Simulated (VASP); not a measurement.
Runs of VASP 6.6.1 on MgS (k07). The structure is that of space group Fm-3m (No. 225), or close to it. The cells are those of the table. 

```csv
task,cell,k mesh,cutoff (eV),smearing,gap on the mesh (eV),pressure (GPa)
single point,"a = 3.664 Å, angles 60.0°, 2 atoms",10 × 10 × 10,520,gaussian 0.02 eV,2.73,-0.2
single point,"a = 3.677 Å, angles 60.0°, 2 atoms",6 × 6 × 6,520,gaussian 0.1 eV,(a),-1.0
relaxation of cell and atoms,"relaxed from a = 3.677 Å, angles 60.0°, 2 atoms",10 × 10 × 10,600,gaussian 0.02 eV,2.73,0.0
single point,"a = 3.664 Å, angles 60.0°, 2 atoms",10 × 10 × 10,520,gaussian 0.01 eV,2.73,-0.2
```

Alike in all rows: level PBEsol; potentials or basis VASP PAW PBE potentials, release 64 (Mg, S); no spin polarisation.

Problem. Estimate the missing entries.

Solution. (a) 2.71.

Caveats: the PAW data sets were made with another functional, which shifts forces and pressure a little.

A k mesh can miss the band edges.
